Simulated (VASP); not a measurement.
**BP: single point with RPBE**

Crystal: BP.

```
CELL_PARAMETERS angstrom
0.00000 2.25387 2.29956
2.25387 0.00000 2.29956
2.25387 2.25387 0.00000
ATOMIC_POSITIONS crystal
B 0.00000 0.00000 0.00000
P 0.25000 0.25000 0.25000
```

```yaml
Program: VASP 6.6.1
Task: single point
Functional: RPBE
Potentials_or_basis: VASP PAW PBE potentials, release 64 (B, P)
Cutoff: 500 eV
k_mesh: 7 × 7 × 7
Occupations: fermi-dirac, width 0.02 eV
Spin: no spin polarisation
Dipole_correction: no
Further_INCAR_settings: ALGO = Normal; EDIFF = 1e-06; NBANDS = 11
```

| Item | Value |
| --- | --- |
| Pressure | 3.5 GPa |
| Band gap on the k mesh | 1.10 eV, indirect (least direct gap 3.29 eV) |

Stress tensor (GPa, compression positive):
```
 5.38  0.00  0.00
 0.00  5.38  0.00
 0.00  0.00 -0.13
```

Levels at points of the mesh, in eV from the valence-band top:
| k point | band 2 | band 3 | band 4 | band 5 | band 6 | band 7 |
| --- | --- | --- | --- | --- | --- | --- |
| (0.00, 0.00, 0.00) | -0.20 | 0.00 | 0.00 | 3.29 | 3.29 | 3.40 |

Run time: 9.8 s on 1 thread of Intel Xeon 8259CL, with other jobs on the host, peak memory 0.14 GiB.

Caveat: the PAW data sets were made with another functional, which shifts forces and pressure a little. A k mesh can miss the band edges.
